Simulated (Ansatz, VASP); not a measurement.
**One calculation of LiCl, two programs**

```
Li Cl
1.0
     0.10878    2.84182    2.84182
     2.84182    0.10878    2.84182
     2.84182    2.84182    0.10878
Li Cl
1 1
Direct
  0.00269 0.00269 0.00269
  0.24731 0.24731 0.24731
```

Change from the starting cell: shear_111 strain +6.0%.

Alike in both runs: task single point; functional HSE06; k mesh 6 × 6 × 6; no spin polarisation.

|  | VASP | Ansatz |
| --- | --- | --- |
| version | VASP 6.6.1 | Ansatz 0.2.0 |
| potentials or method | VASP PAW PBE potentials, release 64 (Li_sv, Cl) | plane waves, PAW |
| plane-wave cutoff (eV) | 520 | 420 |
| occupations | gaussian, width 0.01 eV | fixed |
| valence electrons in the cell | 10 | 10 |

```tsv
	VASP	Ansatz	Ansatz less VASP
gap on the k mesh at the Fermi level (eV)	7.07	7.07	0.000
```

Ansatz's warnings: stress exchange threshold loose, stress scf threshold loose.

Noted on VASP's run: the cutoff is under 1.25 times that of the potentials, so the pressure is a little rough.
